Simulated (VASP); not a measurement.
# MgO (Fm-3m) in VASP: relaxation of cell and atoms with LDA

Aim: the relaxation of cell and atoms of MgO with LDA.

All numbers are computed with VASP 6.6.1; they aren't measurements. Logs are shortened: lines on timing, memory, paths and dates and some standing lists are left out, and cuts for length are marked.

## Step 1: The cell of the first run

The structure is cubic, space group Fm-3m (No. 225). The conventional cell has a = 4.217 Å, b = 4.217 Å, c = 4.217 Å, α = 90.00°, β = 90.00°, γ = 90.00°. Within 2.8 Å of Mg (site symmetry m-3m) lie 6 O at 2.11 Å. Within 2.8 Å of O (site symmetry m-3m) lie 6 Mg at 2.11 Å.

## Step 2: Relaxation of cell and atoms, LDA

The input, INCAR:

```
SYSTEM = MgO
PREC     = Accurate       ! precision mode
ENCUT    = 750            ! plane-wave cutoff, eV
EDIFF    = 1E-7           ! SCF threshold, eV
ISMEAR   = -1             ! smearing method
SIGMA    = 0.05           ! smearing width, eV
LREAL    = .FALSE.        ! projectors in reciprocal space
LASPH    = .TRUE.         ! aspherical terms in the spheres
NELM     = 120            ! most SCF steps
ALGO     = Normal         ! electronic algorithm
ISIF     = 3              ! what is computed and relaxed
LWAVE    = .FALSE.        ! write WAVECAR
LCHARG   = .FALSE.        ! write CHGCAR
IBRION   = 2              ! ionic algorithm
NSW      = 100            ! ionic steps
EDIFFG   = -0.002         ! ionic threshold
GGA_COMPAT= .FALSE.      
NELMIN   = 4
```

The input, KPOINTS:

```
Automatic mesh
0
G
  14 14 14
  0 0 0
```

The input, POSCAR:

```
MgO
1.0
    2.1085000000      2.1085000000      0.0000000000
   -2.1085000000      2.1085000000      0.0000000000
    0.0000000000      2.1085000000      2.1085000000
Mg O
1 1
Direct
    0.0000000000      0.0000000000      0.0000000000
    0.5000000000      0.5000000000      0.0000000000
```

Potentials or basis: VASP PAW LDA potentials, release 64 (Mg_sv, O).

The run is started by

```sh
$ cat potpaw_LDA.64/Mg_sv/POTCAR potpaw_LDA.64/O/POTCAR > POTCAR
$ mpirun -np 1 vasp_std > vasp.out
```

OUTCAR:

```text
SYSTEM = MgO
   PREC = Accurate
   ENCUT = 750
   EDIFF = 1E-7
   ISMEAR = -1
   LREAL = .FALSE.
   LASPH = .TRUE.
   NELM = 120
   ISIF = 3
   IBRION = 2
   NSW = 100
   EDIFFG = -0.002
   NELMIN = 4

 ion  position               nearest neighbor table
   1  0.000  0.000  0.000-   2 2.11   2 2.11   2 2.11   2 2.11   2 2.11   2 2.11
   2  0.500  0.500  0.000-   1 2.11   1 2.11   1 2.11   1 2.11   1 2.11   1 2.11

  LATTYP: Found a face centered cubic cell.
 ALAT       =     4.2170000000

  Lattice vectors:

 A1 = (   0.0000000000,   2.1085000000,   2.1085000000)
 A2 = (   2.1085000000,   0.0000000000,   2.1085000000)
 A3 = (   2.1085000000,   2.1085000000,   0.0000000000)

Analysis of symmetry for initial positions (statically):
=====================================================================
 Subroutine PRICEL returns:
 Original cell was already a primitive cell.

 Routine SETGRP: Setting up the symmetry group for a
 face centered cubic supercell.

 Subroutine GETGRP returns: Found 48 space group operations
 (whereof 48 operations were pure point group operations)
 out of a pool of 48 trial point group operations.

The static configuration has the point symmetry O_h .

Analysis of symmetry for dynamics (positions and initial velocities):
=====================================================================
 Subroutine PRICEL returns:
 Original cell was already a primitive cell.

 Routine SETGRP: Setting up the symmetry group for a
 face centered cubic supercell.

 Subroutine GETGRP returns: Found 48 space group operations
 (whereof 48 operations were pure point group operations)
 out of a pool of 48 trial point group operations.

The dynamic configuration has the point symmetry O_h .

 Subroutine INISYM returns: Found 48 space group operations
 (whereof 48 operations are pure point group operations),
 and found     1 'primitive' translations

----------------------------------------------------------------------------------------

                                     Primitive cell

  volume of cell :      18.7478

  direct lattice vectors                    reciprocal lattice vectors
     2.108500000  2.108500000  0.000000000     0.237135404  0.237135404 -0.237135404
    -2.108500000  2.108500000  0.000000000    -0.237135404  0.237135404 -0.237135404
     0.000000000  2.108500000  2.108500000     0.000000000  0.000000000  0.474270809

  length of vectors
     2.981869296  2.981869296  2.981869296     0.410730569  0.410730569  0.474270809

  position of ions in fractional coordinates (direct lattice)
     0.000000000  0.000000000  0.000000000
     0.500000000  0.500000000  0.000000000

  ion indices of the primitive-cell ions
   primitive index   ion index
                 1           1
                 2           2

----------------------------------------------------------------------------------------

 KPOINTS: Automatic mesh

Automatic generation of k-mesh.
 Grid dimensions read from file:
 generate k-points for:   14   14   14

 Generating k-lattice:

  Cartesian coordinates                     Fractional coordinates (reciprocal lattice)
     0.016938243  0.016938243 -0.016938243     0.071428571  0.000000000  0.000000000
    -0.016938243  0.016938243 -0.016938243     0.000000000  0.071428571  0.000000000
     0.000000000  0.000000000  0.033876486     0.000000000  0.000000000  0.071428571

  Length of vectors
     0.029337898  0.029337898  0.033876486

  Shift w.r.t. Gamma in fractional coordinates (k-lattice)
     0.000000000  0.000000000  0.000000000

 Subroutine IBZKPT returns following result:
 ===========================================

 Found    104 irreducible k-points:

 Following reciprocal coordinates:
            Coordinates               Weight
  0.000000  0.000000  0.000000      1.000000
  0.071429  0.000000  0.000000      8.000000
  0.142857  0.000000  0.000000      8.000000
  0.214286  0.000000  0.000000      8.000000
  0.285714  0.000000  0.000000      8.000000
  0.357143  0.000000  0.000000      8.000000
[... 16 lines left out ...]
  0.214286  0.142857  0.000000     24.000000
  0.285714  0.142857  0.000000     24.000000
 [... further k-points ...]
   k-points           NKPTS =    104   k-points in BZ     NKDIM =    104   number of bands    NBANDS=     12
   number of dos      NEDOS =    301   number of ions     NIONS =      2
   total plane-waves  NPLWV =  21952
   dimension x,y,z NGX =    28 NGY =   28 NGZ =   28
   dimension x,y,z NGXF=    56 NGYF=   56 NGZF=   56
   ions per type =               1   1
   NGX,Y,Z   is equivalent  to a cutoff of  15.61, 15.61, 15.61 a.u.
   NGXF,Y,Z  is equivalent  to a cutoff of  31.22, 31.22, 31.22 a.u.
 SYSTEM =  MgO
   PREC   = accura    normal or accurate (medium, high low for compatibility)
   ISTART =      0    job   : 0-new  1-cont  2-samecut
   ICHARG =      2    charge: 1-file 2-atom 10-const
   ISPIN  =      1    spin polarized calculation?
   LNONCOLLINEAR =      F non collinear calculations
   LSORBIT =      F    spin-orbit coupling
   LASPH  =      T    aspherical Exc in radial PAW
   ENCUT  =  750.0 eV  55.12 Ry    7.42 a.u.   6.66  6.66  6.66*2*pi/ulx,y,z
   NELM   =    120;   NELMIN=  4; NELMDL= -5     # of ELM steps
   EDIFF  = 0.1E-06   stopping-criterion for ELM
   LREAL  =      F    real-space projection
   EDIFFG = -.2E-02   stopping-criterion for IOM
   NSW    =    100    number of steps for IOM
   IBRION =      2    ionic relax: 0-MD 1-quasi-New 2-CG
   NFREE  =      1    steps in history (QN), initial steepest desc. (CG)
   ISIF   =      3    stress and relaxation
   ISYM   =      2    0-nonsym 1-usesym 2-fastsym
   POTIM  = 0.5000    time-step for ionic-motion
   TEBEG  =    0.0;   TEEND  =   0.0 temperature during run
   PSTRESS=    0.0 pullay stress
   NELECT =      16.0000    total number of electrons
   NUPDOWN=      -1.0000    fix difference up-down
   EMIN   =  10.00;   EMAX   =-10.00  energy-range for DOS
   EFERMI =   0.00;   METHOD = LEGACY
   ISMEAR =    -1;   SIGMA  =   0.05  broadening in eV -4-tet -1-fermi 0-gaus
   EFERMI_NEDOS =   21; number of points for ismear=-14 and -15
   IALGO  =     38    algorithm
   IMIX   =      4    mixing-type and parameters
     AMIX     =   0.40;   BMIX     =  1.00
     AMIX_MAG =   1.60;   BMIX_MAG =  1.00
  volume/ion in A,a.u.               =       9.37        63.26
  Fermi-wavevector in a.u.,A,eV,Ry     =   1.552856  2.934473 32.808574  2.411362
  Thomas-Fermi vector in A             =   2.657171
   LORBIT       =      0    0 simple, 1 ext, 2 COOP (PROOUT), +10 PAW based schemes
   GGA     = CA    functional components
   LHFCALC =     F    Hartree Fock is set to
   AEXX    =    0.0000 exact exchange contribution
   IVDW    =     0    specifies the selected vdW correction
   LEPSILON=     F    determine dielectric tensor
   LRPA    =     F    only Hartree local field effects (RPA)
 conjugate gradient relaxation of ions
 non-spin polarized calculation
  energy-cutoff  :      750.00
  volume of cell :       18.75
 maximum number of plane-waves:       897
   NGX = 13   NGY = 13   NGZ = 13

--------------------------------------- Ionic step        1  -------------------------------------------

 number of electron      15.9999995 magnetization

 Free energy of the ion-electron system (eV)
  ---------------------------------------------------
  ext. energy  EPLUGINS =         0.00000000
  ---------------------------------------------------
  free energy    TOTEN  =       -13.22436464 eV

  energy without entropy =      -13.22436464  energy(sigma->0) =      -13.22436464

------------------------ aborting loop because EDIFF is reached ----------------------------------------

  FORCE on cell =-STRESS in cart. coord.  units (eV):
  Direction    XX          YY          ZZ          XY          YZ          ZX
  --------------------------------------------------------------------------------------
  -------------------------------------------------------------------------------------
  Total       -0.7662307     -0.7662307     -0.7662307     -0.0000000     -0.0000000     -0.0000000
  in kB      -65.4816026    -65.4816026    -65.4816026     -0.0000000     -0.0000000     -0.0000000
  external PRESSURE =     -65.4816026 kB  Pullay stress =       0.0000000 kB
[... 57 lines left out ...]
  energy  without entropy=      -13.2374138542  energy(sigma->0) =      -13.23741385

--------------------------------------- Ionic step        3  -------------------------------------------

 number of electron      15.9999996 magnetization

 Free energy of the ion-electron system (eV)
  ---------------------------------------------------
  ext. energy  EPLUGINS =         0.00000000
  ---------------------------------------------------
  free energy    TOTEN  =       -13.23996644 eV

  energy without entropy =      -13.23996644  energy(sigma->0) =      -13.23996644

 E-fermi :   4.0389     XC(G=0): -12.1237

 val. band max:        2.8507291306   @ k =   0.0000   0.0000   0.0000
 cond. band min:       7.8852021730   @ k =   0.0000   0.0000   0.0000
 fundamental gap:      5.0344730424
 Fermi energy:         4.0388614831

 k-point     1 :       0.0000    0.0000    0.0000
  band No.  band energies     occupation
      1     -68.3668      2.00000
      2     -35.8262      2.00000
      3     -35.8262      2.00000
      4     -35.8262      2.00000
      5     -14.3277      2.00000
      6       2.8507      2.00000
      7       2.8507      2.00000
      8       2.8507      2.00000
      9       7.8852      0.00000
     10      18.5795      0.00000
     11      18.5795      0.00000
     12      18.5795      0.00000
[... 331 lines left out ...]
 k-point    24 :       0.2857    0.1429    0.0000
  band No.  band energies     occupation
      1     -68.3569      2.00000
      2     -35.9020      2.00000
      3     -35.8493      2.00000
      4     -35.8335      2.00000
      5     -13.1513      2.00000
      6      -0.8632      2.00000
      7       1.5364      2.00000
      8       2.2848      2.00000
      9      11.5366      0.00000
     10      14.9288      0.00000
     11      18.1018      0.00000
     12      20.1023      0.00000

 [... further k-points ...]

------------------------ aborting loop because EDIFF is reached ----------------------------------------

  FORCE on cell =-STRESS in cart. coord.  units (eV):
  Direction    XX          YY          ZZ          XY          YZ          ZX
  --------------------------------------------------------------------------------------
  -------------------------------------------------------------------------------------
  Total        0.0024611      0.0024611      0.0024611      0.0000000     -0.0000000     -0.0000000
  in kB        0.2189304      0.2189304      0.2189304      0.0000000     -0.0000000     -0.0000000
  external PRESSURE =       0.2189304 kB  Pullay stress =       0.0000000 kB
[... 17 lines left out ...]
  FREE ENERGIE OF THE ION-ELECTRON SYSTEM (eV)
  ---------------------------------------------------
  free  energy   TOTEN  =       -13.2399664381 eV

  energy  without entropy=      -13.2399664381  energy(sigma->0) =      -13.23996644

 reached required accuracy - stopping structural energy minimisation
```

Wall time 90 s (1 thread of Intel Xeon Platinum 8259CL at 2.50GHz (Skylake/Cascade Lake), shared host); peak memory 0.17 GiB.

What came out:

```yaml
Free_energy: -13.2400 eV
Relaxed_volume: 9.01 Å³/atom
Relaxed_cell: a = 2.942 Å, b = 2.942 Å, c = 2.942 Å, α = 60.00°, β = 60.00°, γ = 90.00°
Space_group_after_relaxing_to_0.1_Å: Fm-3m (No. 225)
Energy_gained_by_relaxing: 7.8 meV/atom
Ionic_steps: 3
Pressure_after_relaxing: 0.0 GPa
Band_gap_on_the_k_mesh: 5.03 eV
```

Step by step:
```csv
step,energy change (eV),largest force (eV/Å),pressure (GPa),volume (Å³)
1,0.0000,0.0000,-6.55,18.75
2,-0.0130,0.0000,2.92,17.73
3,-0.0156,0.0000,0.02,18.01
```

Final structure:
```xyz
2
Lattice="2.0805 2.0805 0.0000 -2.0805 2.0805 0.0000 0.0000 2.0805 2.0805" Properties=species:S:1:pos:R:3 pbc="T T T"
Mg    0.0000    0.0000    0.0000
O     0.0000    4.1610    2.0805
```

Levels at points of the mesh, in eV from the valence-band top:
| k point | band 5 | band 6 | band 7 | band 8 | band 9 | band 10 | band 11 | band 12 |
| --- | --- | --- | --- | --- | --- | --- | --- | --- |
| (0.00, 0.00, 0.00) | -17.18 | 0.00 | 0.00 | 0.00 | 5.03 | 15.73 | 15.73 | 15.73 |
| (0.50, 0.00, 0.00) | -15.70 | -4.86 | -0.71 | -0.71 | 7.97 | 12.83 | 16.38 | 16.38 |
| (0.50, 0.50, 0.00) | -15.46 | -4.27 | -1.42 | -1.42 | 8.93 | 10.13 | 13.28 | 19.20 |

A k mesh can miss the band edges. Zero-point motion and thermal expansion aren't in these numbers.
